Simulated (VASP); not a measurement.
# InTe4W (P4/mmm) in VASP: further runs, part 3 of 3

VASP 6.6.1. Earlier steps stand in the parts before.

## 6. Relaxation of cell and atoms, PBE

This run uses another cell than the first one, of 31.40 Å³/atom.

INCAR

```
PREC = Accurate ; ENCUT = 600
EDIFF = 1E-6 ; ISMEAR = 0
SIGMA = 0.1 ; LREAL = False
LASPH = True ; NELM = 60
ALGO = Normal ; ISIF = 3
LWAVE = False ; LCHARG = False
GGA = PE ; IBRION = 2
NSW = 90 ; EDIFFG = -0.04
```

KPOINTS

```
Automatic mesh
0
Gamma
  4 4 2
```

POSCAR

```
InTe4W
1.0
    3.7767528200      0.0000000000      0.0000000000
    0.0000000000      3.7767528200      0.0000000000
    0.0000000000      0.0000000000     13.2088051600
In Te W
1 4 1
Direct
    0.0000000000      0.0000000000      0.0000000000
    0.5000000000      0.5000000000      0.1703388400
    0.0000000000      0.0000000000      0.6526067300
    0.0000000000      0.0000000000      0.3473932700
    0.5000000000      0.5000000000      0.8296611600
    0.5000000000      0.5000000000      0.5000000000
```

Potentials or basis: VASP PAW PBE potentials, release 64 (In_d, Te, W_sv).

Command:

```bash
$ cat potpaw_PBE.64/In_d/POTCAR potpaw_PBE.64/Te/POTCAR potpaw_PBE.64/W_sv/POTCAR > POTCAR
$ mpirun -np 1 vasp_std > vasp.out
```

OUTCAR:

```text
PREC = Accurate
   ENCUT = 600
   EDIFF = 1E-6
   ISMEAR = 0
   LREAL = False
   LASPH = True
   NELM = 60
   ISIF = 3
   GGA = PE
   IBRION = 2
   NSW = 90
   EDIFFG = -0.04

 ion  position               nearest neighbor table
   1  0.000  0.000  0.000-   2 3.49   5 3.49   2 3.49   5 3.49   2 3.49   5 3.49   2 3.49   5 3.49

   2  0.500  0.500  0.170-   1 3.49   1 3.49   1 3.49   1 3.49   4 3.55   4 3.55   4 3.55   4 3.55

   3  0.000  0.000  0.653-   6 3.35   6 3.35   6 3.35   6 3.35   5 3.55   5 3.55   5 3.55   5 3.55

   4  0.000  0.000  0.347-   6 3.35   6 3.35   6 3.35   6 3.35   2 3.55   2 3.55   2 3.55   2 3.55

   5  0.500  0.500  0.830-   1 3.49   1 3.49   1 3.49   1 3.49   3 3.55   3 3.55   3 3.55   3 3.55

   6  0.500  0.500  0.500-   3 3.35   4 3.35   3 3.35   4 3.35   3 3.35   4 3.35   3 3.35   4 3.35

  LATTYP: Found a simple tetragonal cell.
 ALAT       =     3.7767528200
 C/A-ratio  =     3.4973973118

  Lattice vectors:

 A1 = (   3.7767528200,   0.0000000000,   0.0000000000)
 A2 = (   0.0000000000,   3.7767528200,   0.0000000000)
 A3 = (   0.0000000000,   0.0000000000,  13.2088051600)

Analysis of symmetry for initial positions (statically):
=====================================================================
 Subroutine PRICEL returns:
 Original cell was already a primitive cell.

 Routine SETGRP: Setting up the symmetry group for a
 simple tetragonal supercell.

 Subroutine GETGRP returns: Found 16 space group operations
 (whereof 16 operations were pure point group operations)
 out of a pool of 16 trial point group operations.

The static configuration has the point symmetry D_4h.

Analysis of symmetry for dynamics (positions and initial velocities):
=====================================================================
 Subroutine PRICEL returns:
 Original cell was already a primitive cell.

 Routine SETGRP: Setting up the symmetry group for a
 simple tetragonal supercell.

 Subroutine GETGRP returns: Found 16 space group operations
 (whereof 16 operations were pure point group operations)
 out of a pool of 16 trial point group operations.

The dynamic configuration has the point symmetry D_4h.

 Subroutine INISYM returns: Found 16 space group operations
 (whereof 16 operations are pure point group operations),
 and found     1 'primitive' translations

----------------------------------------------------------------------------------------

                                     Primitive cell

  volume of cell :     188.4086

  direct lattice vectors                    reciprocal lattice vectors
     3.776752820  0.000000000  0.000000000     0.264777720  0.000000000  0.000000000
     0.000000000  3.776752820  0.000000000     0.000000000  0.264777720  0.000000000
     0.000000000  0.000000000 13.208805160     0.000000000  0.000000000  0.075707075

  length of vectors
     3.776752820  3.776752820 13.208805160     0.264777720  0.264777720  0.075707075

  position of ions in fractional coordinates (direct lattice)
     0.000000000  0.000000000  0.000000000
     0.500000000  0.500000000  0.170338840
     0.000000000  0.000000000  0.652606730
     0.000000000  0.000000000  0.347393270
     0.500000000  0.500000000  0.829661160
     0.500000000  0.500000000  0.500000000

  ion indices of the primitive-cell ions
   primitive index   ion index
                 1           1
                 2           2
                 3           3
                 4           4
                 5           5
                 6           6

----------------------------------------------------------------------------------------

 KPOINTS: Automatic mesh

Automatic generation of k-mesh.
 Grid dimensions read from file:
 generate k-points for:    4    4    2

 Generating k-lattice:

  Cartesian coordinates                     Fractional coordinates (reciprocal lattice)
     0.066194430  0.000000000  0.000000000     0.250000000  0.000000000  0.000000000
     0.000000000  0.066194430  0.000000000     0.000000000  0.250000000  0.000000000
     0.000000000  0.000000000  0.037853537     0.000000000  0.000000000  0.500000000

  Length of vectors
     0.066194430  0.066194430  0.037853537

  Shift w.r.t. Gamma in fractional coordinates (k-lattice)
     0.000000000  0.000000000  0.000000000

 Subroutine IBZKPT returns following result:
 ===========================================

 Found     12 irreducible k-points:

 Following reciprocal coordinates:
            Coordinates               Weight
  0.000000  0.000000  0.000000      1.000000
  0.250000  0.000000  0.000000      4.000000
  0.500000  0.000000  0.000000      2.000000
  0.250000  0.250000  0.000000      4.000000
  0.500000  0.250000  0.000000      4.000000
  0.500000  0.500000  0.000000      1.000000
  0.000000  0.000000  0.500000      1.000000
  0.250000  0.000000  0.500000      4.000000
  0.500000  0.000000  0.500000      2.000000
  0.250000  0.250000  0.500000      4.000000
  0.500000  0.250000  0.500000      4.000000
  0.500000  0.500000  0.500000      1.000000
   k-points           NKPTS =     12   k-points in BZ     NKDIM =     12   number of bands    NBANDS=     30
   number of dos      NEDOS =    301   number of ions     NIONS =      6
   total plane-waves  NPLWV =  97200
   dimension x,y,z NGX =    30 NGY =   30 NGZ =  108
   dimension x,y,z NGXF=    60 NGYF=   60 NGZF=  216
   ions per type =               1   4   1
   NGX,Y,Z   is equivalent  to a cutoff of  13.21, 13.21, 13.59 a.u.
   NGXF,Y,Z  is equivalent  to a cutoff of  26.41, 26.41, 27.19 a.u.
 SYSTEM =  unknown system
   PREC   = accura    normal or accurate (medium, high low for compatibility)
   ISTART =      0    job   : 0-new  1-cont  2-samecut
   ICHARG =      2    charge: 1-file 2-atom 10-const
   ISPIN  =      1    spin polarized calculation?
   LNONCOLLINEAR =      F non collinear calculations
   LSORBIT =      F    spin-orbit coupling
   LASPH  =      T    aspherical Exc in radial PAW
   ENCUT  =  600.0 eV  44.10 Ry    6.64 a.u.   7.54  7.54 26.38*2*pi/ulx,y,z
   NELM   =     60;   NELMIN=  2; NELMDL= -5     # of ELM steps
   EDIFF  = 0.1E-05   stopping-criterion for ELM
   LREAL  =      F    real-space projection
   EDIFFG = -.4E-01   stopping-criterion for IOM
   NSW    =     90    number of steps for IOM
   IBRION =      2    ionic relax: 0-MD 1-quasi-New 2-CG
   NFREE  =      1    steps in history (QN), initial steepest desc. (CG)
   ISIF   =      3    stress and relaxation
   ISYM   =      2    0-nonsym 1-usesym 2-fastsym
   POTIM  = 0.5000    time-step for ionic-motion
   TEBEG  =    0.0;   TEEND  =   0.0 temperature during run
   PSTRESS=    0.0 pullay stress
   NELECT =      51.0000    total number of electrons
   NUPDOWN=      -1.0000    fix difference up-down
   EMIN   =  10.00;   EMAX   =-10.00  energy-range for DOS
   EFERMI =   0.00;   METHOD = LEGACY
   ISMEAR =     0;   SIGMA  =   0.10  broadening in eV -4-tet -1-fermi 0-gaus
   EFERMI_NEDOS =   21; number of points for ismear=-14 and -15
   IALGO  =     38    algorithm
   IMIX   =      4    mixing-type and parameters
     AMIX     =   0.40;   BMIX     =  1.00
     AMIX_MAG =   1.60;   BMIX_MAG =  1.00
  volume/ion in A,a.u.               =      31.40       211.91
  Fermi-wavevector in a.u.,A,eV,Ry     =   1.059005  2.001229 15.258819  1.121492
  Thomas-Fermi vector in A             =   2.194335
   LORBIT       =      0    0 simple, 1 ext, 2 COOP (PROOUT), +10 PAW based schemes
   GGA     = PE    functional components
   LHFCALC =     F    Hartree Fock is set to
   AEXX    =    0.0000 exact exchange contribution
   IVDW    =     0    specifies the selected vdW correction
   LEPSILON=     F    determine dielectric tensor
   LRPA    =     F    only Hartree local field effects (RPA)
 conjugate gradient relaxation of ions
 non-spin polarized calculation
 Gauss-broadening in eV      SIGMA  =   0.10
  energy-cutoff  :      600.00
  volume of cell :      188.41
 maximum number of plane-waves:      6311
   NGX = 15   NGY = 15   NGZ = 53

--------------------------------------- Ionic step        1  -------------------------------------------

 number of electron      51.0000003 magnetization

 Free energy of the ion-electron system (eV)
  ---------------------------------------------------
  ext. energy  EPLUGINS =         0.00000000
  ---------------------------------------------------
  free energy    TOTEN  =       -23.78798557 eV

  energy without entropy =      -23.74596723  energy(sigma->0) =      -23.76697640

 E-fermi :   5.9969     XC(G=0):  -9.6559

 val. band max:        5.9903017913   @ k =   0.5000   0.5000   0.5000
 cond. band min:       6.0421554205   @ k =   0.5000   0.0000   0.5000
 fundamental gap:      0.0518536293
 Fermi energy:         5.9969401058
[... 910 lines left out ...]
  FREE ENERGIE OF THE ION-ELECTRON SYSTEM (eV)
  ---------------------------------------------------
  free  energy   TOTEN  =       -26.1918733658 eV

  energy  without entropy=      -26.1676630324  energy(sigma->0) =      -26.17976820

[... ionic steps 4 to 20 ...]

--------------------------------------- Ionic step       21  -------------------------------------------

 number of electron      51.0000002 magnetization

------------------------ aborting loop because EDIFF is reached ----------------------------------------
[... 75 lines left out ...]
--------------------------------------- Ionic step       23  -------------------------------------------

 number of electron      51.0000000 magnetization

 Free energy of the ion-electron system (eV)
  ---------------------------------------------------
  ext. energy  EPLUGINS =         0.00000000
  ---------------------------------------------------
  free energy    TOTEN  =       -27.84604878 eV

  energy without entropy =      -27.82827622  energy(sigma->0) =      -27.83716250

 E-fermi :   7.5868     XC(G=0): -10.0485

 val. band max:        7.5722557146   @ k =   0.0000   0.0000   0.5000
 cond. band min:       7.6682924229   @ k =   0.2500   0.0000   0.5000
 fundamental gap:      0.0960367082
 Fermi energy:         7.5867665809
[... 427 lines left out ...]
  FREE ENERGIE OF THE ION-ELECTRON SYSTEM (eV)
  ---------------------------------------------------
  free  energy   TOTEN  =       -27.8460487774 eV

  energy  without entropy=      -27.8282762224  energy(sigma->0) =      -27.83716250

 reached required accuracy - stopping structural energy minimisation
```

OSZICAR:

```text
N       E                     dE             d eps       ncg     rms          rms(c)
DAV:   1     0.446178163383E+03    0.44618E+03   -0.24796E+04   848   0.175E+03
DAV:   2     0.287666775246E+02   -0.41741E+03   -0.40387E+03   758   0.405E+02
DAV:   3    -0.226499259170E+02   -0.51417E+02   -0.49007E+02   952   0.126E+02
[... 277 lines left out ...]
DAV:   5    -0.278460875282E+02    0.82847E-04   -0.64316E-04   934   0.143E-01    0.403E-02
DAV:   6    -0.278460462511E+02    0.41277E-04   -0.14686E-04   912   0.535E-02    0.365E-02
DAV:   7    -0.278460471204E+02   -0.86925E-06   -0.24016E-05   742   0.261E-02    0.160E-02
DAV:   8    -0.278460486266E+02   -0.15063E-05   -0.35781E-06   736   0.153E-02    0.540E-03
DAV:   9    -0.278460487774E+02   -0.15082E-06   -0.66669E-07   448   0.600E-03
  23 F= -.27846049E+02 E0= -.27837162E+02  d E =-.106870E-02
```

It took 16 min on 1 thread of Intel Xeon 6975P-C (Granite Rapids), shared host; peak memory 0.38 GiB.

Results:

* Free energy: -27.8460 eV
* Relaxed volume: 27.49 Å³/atom
* Relaxed cell: a = 3.314 Å, b = 3.314 Å, c = 15.021 Å, α = 90.00°, β = 90.00°, γ = 90.00°
* Space group after relaxing (to 0.1 Å): P4/mmm (No. 123)
* Energy gained by relaxing: 676.3 meV/atom
* Ionic steps: 23
* Pressure after relaxing: 0.2 GPa
* Largest force after relaxing: 0.018 eV/Å
* Band gap on the k mesh: zero (an odd number of electrons rules out a gap without spin polarisation)

Forces in eV/Å, atoms in the order of the input:
```
In   0.000  0.000  0.000
Te   0.000  0.000  0.014
Te   0.000  0.000 -0.018
Te   0.000  0.000  0.018
Te   0.000  0.000 -0.014
W    0.000  0.000  0.000
```

The path:
```csv
step,energy change (eV),largest force (eV/Å),pressure (GPa),volume (Å³)
1,0.0000,2.5139,-10.42,188.41
2,-2.3570,2.0694,5.99,137.93
3,-2.4039,2.2639,2.82,142.42
4,-3.1890,1.2141,4.99,141.89
5,-3.4683,0.1607,8.46,141.14
6,-3.9497,0.1868,1.35,154.52
7,-3.9940,0.5003,-2.08,164.45
8,-4.0024,0.4074,-1.24,161.67
9,-4.0331,0.2803,-0.69,161.98
10,-4.0428,0.1691,-0.18,162.21
11,-4.0429,0.1559,-0.13,162.23
12,-4.0465,0.1082,0.15,161.90
13,-4.0473,0.0884,0.49,161.51
14,-4.0475,0.0943,0.40,161.63
15,-4.0497,0.0951,0.09,162.51
16,-4.0499,0.0947,0.01,162.87
17,-4.0492,0.0967,-0.27,163.60
18,-4.0499,0.0952,-0.07,162.99
19,-4.0517,0.0854,-0.10,163.32
20,-4.0555,0.0544,-0.21,164.32
21,-4.0563,0.1525,-0.38,166.31
22,-4.0570,0.1113,-0.32,165.50
23,-4.0581,0.0179,0.16,164.96
```

Final structure:
```
In Te W
1.0
     3.31384    0.00000    0.00000
     0.00000    3.31384    0.00000
     0.00000    0.00000   15.02137
In Te W
1 4 1
Direct
  0.00000 0.00000 0.00000
  0.50000 0.50000 0.15479
  0.00000 0.00000 0.61186
  0.00000 0.00000 0.38814
  0.50000 0.50000 0.84521
  0.50000 0.50000 0.50000
```

Caveat: the k points lie up to 0.47 Å⁻¹ apart in the final cell, too coarse for converged energies and pressures of a metal; spin-orbit coupling is left out, which moves the levels of the heavy elements; this functional lacks dispersion, which binds the layers, so the pressure and a relaxed spacing across them are unreliable.

## 7. Single point, PBE

This run uses another cell than the first one, of 29.05 Å³/atom.

INCAR

```
PREC = Accurate
ENCUT = 520
EDIFF = 1E-6
ISMEAR = 0
SIGMA = 0.1
LREAL = False
LASPH = True
NELM = 60
ALGO = Normal
ISIF = 2
LWAVE = False
LCHARG = True
GGA = PE
LELF = True
LVHAR = True
NBANDS = 34
```

KPOINTS

```
regular mesh
0
Gamma
  12 12 4
```

POSCAR

```
InTe4W
1.0
    3.2597598349      0.0000000000      0.0000000000
    0.0000000000      3.2597598349      0.0000000000
    0.0000000000      0.0000000000     16.4057769491
In Te W
1 4 1
Direct
    0.0000000000      0.0000000000      0.0000000000
    0.5000000000      0.5000000000      0.1689464880
    0.0000000000      0.0000000000      0.6036887874
    0.0000000000      0.0000000000      0.3963112126
    0.5000000000      0.5000000000      0.8310535120
    0.5000000000      0.5000000000      0.5000000000
```

Command:

```bash
$ cat potpaw_PBE.64/In_d/POTCAR potpaw_PBE.64/Te/POTCAR potpaw_PBE.64/W_sv/POTCAR > POTCAR
$ mpirun -np 1 vasp_std > vasp.out
```

Run time: 3.9 min. Hardware: 1 thread of Intel Xeon 6975P-C (Granite Rapids), shared host; peak memory 0.59 GiB.

It converged, with:

```
Free energy            : -27.4579 eV
Pressure               : 0.0 GPa
Largest force          : 0.012 eV/Å
Band gap on the k mesh : zero (an odd number of electrons rules out a gap without spin polarisation)
```

Forces on the atoms (eV/Å):
```
In   0.000  0.000  0.000
Te   0.000  0.000  0.000
Te   0.000  0.000  0.012
Te   0.000  0.000 -0.012
Te   0.000  0.000  0.000
W    0.000  0.000  0.000
```

Levels at points of the mesh, in eV from the Fermi level:
| k point | band 23 | band 24 | band 25 | band 26 | band 27 | band 28 |
| --- | --- | --- | --- | --- | --- | --- |
| (0.00, 0.00, 0.00) | 0.34 | 0.34 | 0.92 | 1.88 | 1.88 | 1.99 |
| (0.50, 0.00, 0.00) | -2.05 | -1.40 | 0.08 | 0.88 | 2.07 | 2.23 |
| (0.50, 0.50, 0.00) | -1.54 | -1.14 | -0.17 | 0.01 | 0.35 | 0.75 |
| (0.00, 0.00, 0.50) | 0.34 | 0.34 | 0.92 | 1.88 | 1.88 | 1.99 |
| (0.50, 0.00, 0.50) | -2.05 | -1.37 | 0.08 | 0.96 | 2.13 | 2.19 |
| (0.50, 0.50, 0.50) | -1.54 | -1.14 | -0.22 | 0.07 | 0.36 | 0.74 |

Caveat: spin-orbit coupling is left out, which moves the levels of the heavy elements; this functional lacks dispersion, which binds the layers, so the pressure and a relaxed spacing across them are unreliable.

## 8. Summary

| task | cell | k mesh | cutoff (eV) | gap on the mesh (eV) | pressure (GPa) | relaxed volume (Å³/atom) | largest force (eV/Å) |
| --- | --- | --- | --- | --- | --- | --- | --- |
| single point | a = 3.312, b = 3.312, c = 14.932 Å, 6 atoms, atomic positions A | 4 × 4 × 2 | 520 | none | 0.2 | - | 0.03 |
| single point | a = 3.265, b = 3.265, c = 16.324 Å, 6 atoms, atomic positions B | 6 × 6 × 2 | 520 | none | 0.1 | - | 0.04 |
| single point | a = 3.777, b = 3.777, c = 13.209 Å, 6 atoms, atomic positions C | 4 × 4 × 2 | 520 | none | -10.4 | - | 2.51 |
| relaxation of cell and atoms | relaxed from a = 3.312, b = 3.312, c = 14.932 Å, 6 atoms, atomic positions A | 6 × 6 × 2 | 600 | none | 0.0 | 29.35 | 0.04 |
| relaxation of cell and atoms | relaxed from a = 3.777, b = 3.777, c = 13.209 Å, 6 atoms, atomic positions C | 4 × 4 × 2 | 600 | none | 0.2 | 27.49 | 0.02 |
| single point | a = 3.260, b = 3.260, c = 16.406 Å, 6 atoms, atomic positions D | 12 × 12 × 4 | 520 | none | 0.0 | - | 0.01 |

Alike in all rows: level PBE; potentials or basis VASP PAW PBE potentials, release 64 (In_d, Te, W_sv); no spin polarisation; smearing gaussian 0.1 eV.

Caveats: some runs use coarse meshes; spin-orbit coupling is left out, which moves the levels of the heavy elements; this functional lacks dispersion, which binds the layers, so the pressure and a relaxed spacing across them are unreliable (at least some runs); forces of over 1 eV/Å act on the atoms, so gaps and moduli don't describe the material at rest (at least some runs).

Absolute energies hang on the potentials; compare differences alone.
